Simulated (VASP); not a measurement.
Input of a VASP 6.6.1 run:

The input INCAR:

```
PREC = Accurate
ENCUT = 520
EDIFF = 1E-6
ISMEAR = -1
SIGMA = 0.05
LREAL = False
LASPH = True
NELM = 60
ALGO = Normal
ISIF = 2
LWAVE = False
LCHARG = False
GGA = PS
NBANDS = 30
```

File KPOINTS:

```
Automatic mesh
0
Gamma
  9 9 9
```

The input POSCAR:

```
Cu3Pd
1.0
    3.7592200000      0.0000000000      0.0000000000
    0.0000000000      3.7592200000      0.0000000000
    0.0000000000      0.0000000000      3.7220000000
Cu Pd
3 1
Direct
    0.0000000000      0.5000000000      0.5000000000
    0.5000000000      0.0000000000      0.5000000000
    0.5000000000      0.5000000000      0.0000000000
    0.0000000000      0.0000000000      0.0000000000
```

Potentials or basis: VASP PAW PBE potentials, release 64 (Cu, Pd).

The run is started by

```bash
$ cat potpaw_PBE.64/Cu/POTCAR potpaw_PBE.64/Pd/POTCAR > POTCAR
$ mpirun -np 1 vasp_std > vasp.out
```

(1) Predict the pressure.

Results:

(1) -10.5 GPa.

Caveat: the cell differs from its parent crystal (equal xx and yy strain of +1 %); the PAW data sets were made with another functional, which shifts forces and pressure a little.
